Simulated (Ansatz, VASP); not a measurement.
**PbS: VASP beside Ansatz**

```xyz
2
Lattice="0.0000 3.0239 3.0239 3.0239 0.0000 3.0239 3.0239 3.0239 0.0000" Properties=species:S:1:pos:R:3 pbc="T T T"
Pb    0.0000    0.0000    0.0000
S     3.0239    3.0239    3.0239
```

Alike in both runs: task single point; functional r2SCAN; dispersion rVV10; k mesh 8 × 8 × 8; occupations fermi-dirac, width 0.05 eV; no spin polarisation.

```csv
,VASP,Ansatz
version,VASP 6.6.1,Ansatz 0.2.0
potentials or method,"VASP PAW PBE potentials, release 64 (Pb_d, S)",Ansatz PAW
plane-wave cutoff (eV),520,500
valence electrons in the cell,20,20
```

VASP gave:

| Item | Value |
| --- | --- |
| gap on the k mesh at the Fermi level (eV) | 0.78 |
| least direct gap on the mesh (eV) | 0.78 |
| pressure (GPa) | -2.8 |

Q: Which values does Ansatz return?

A: gap on the k mesh at the Fermi level (eV): 0.77; least direct gap on the mesh (eV): 0.77; pressure (GPa): -2.9.

VASP's potentials were made for PBE, not for r2SCAN.

Spin-orbit coupling is off throughout.
